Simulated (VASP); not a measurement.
Input of a VASP 6.6.1 run:

INCAR

```
SYSTEM = AlN
PREC = Accurate
ENCUT = 600
EDIFF = 1E-7
ISMEAR = -1
SIGMA = 0.08
LREAL = .False.
LASPH = .True.
NELM = 80
ALGO = Normal
ISIF = 3
LWAVE = .False.
LCHARG = .False.
IBRION = 2
NSW = 100
EDIFFG = -0.002
```

File KPOINTS:

```
Automatic mesh
0
Gamma
  14 14 14
  0 0 0
```

Contents of POSCAR:

```
AlN
1.0
    0.0000000000      2.1839935596      2.1839935596
    2.1839935596      0.0000000000      2.1839935596
    2.1839935596      2.1839935596      0.0000000000
Al N
1 1
Direct
    0.0000000000      0.0000000000      0.0000000000
    0.2500000000      0.2500000000      0.2500000000
```

Potentials or basis: VASP PAW LDA potentials, release 64 (Al, N).

Run with:

```sh
$ cat potpaw_LDA.64/Al/POTCAR potpaw_LDA.64/N/POTCAR > POTCAR
$ mpirun -np 1 vasp_std > vasp.out
```

**Question.** Predict the band gap on the k mesh.

**Answer.** 3.23 eV (least direct gap 4.37 eV).

**Question.** Predict the relaxed volume.

**Answer.** 10.26 Å³/atom.

**Question.** Estimate the relaxed cell.

**Answer.** a = 3.073 Å, b = 3.073 Å, c = 3.073 Å, α = 60.00°, β = 60.00°, γ = 60.00°.

Step by step:
```
step  energy change (eV)  largest force (eV/Å)  pressure (GPa)  volume (Å³)
   1              0.0000                0.0000           -3.11        20.83
   2             -0.0003                0.0000            3.10        20.23
   3             -0.0031                0.0000           -0.01        20.52
```

A k mesh can miss the band edges.
